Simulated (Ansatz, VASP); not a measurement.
## Two plane-wave programs on Ti

```xyz
1
Lattice="-1.5036 1.5036 1.9547 1.5036 -1.5036 1.9547 1.5036 1.5036 -1.9547" Properties=species:S:1:pos:R:3 pbc="T T T"
Ti    0.0000    0.0000    0.0000
```

Alike in both runs: task single point; functional r2SCAN; k mesh 22 × 22 × 22; occupations gaussian, width 0.15 eV; no spin polarisation.

```csv
,VASP,Ansatz
version,VASP 6.6.1,Ansatz 0.2.0
potentials or method,"VASP PAW PBE potentials, release 64 (Ti_sv), cutoff 520 eV","scalar-relativistic, plane waves, PAW"
valence electrons in the cell,12,12
```

|  | VASP | Ansatz | Ansatz less VASP |
| --- | --- | --- | --- |
| gap on the k mesh at the Fermi level (eV) | none | none | - |
| pressure (GPa) | -1.6 | -2.0 | -0.39 |
| traceless stress, the component that is largest in VASP (GPa) | 1.75 | 1.74 | -0.004 |

VASP's potentials were made for PBE, not for r2SCAN. A gap of «none» marks a metal or a gap that the smearing closes. With one functional, cell and mesh, what is left measures potentials, basis and numerics.
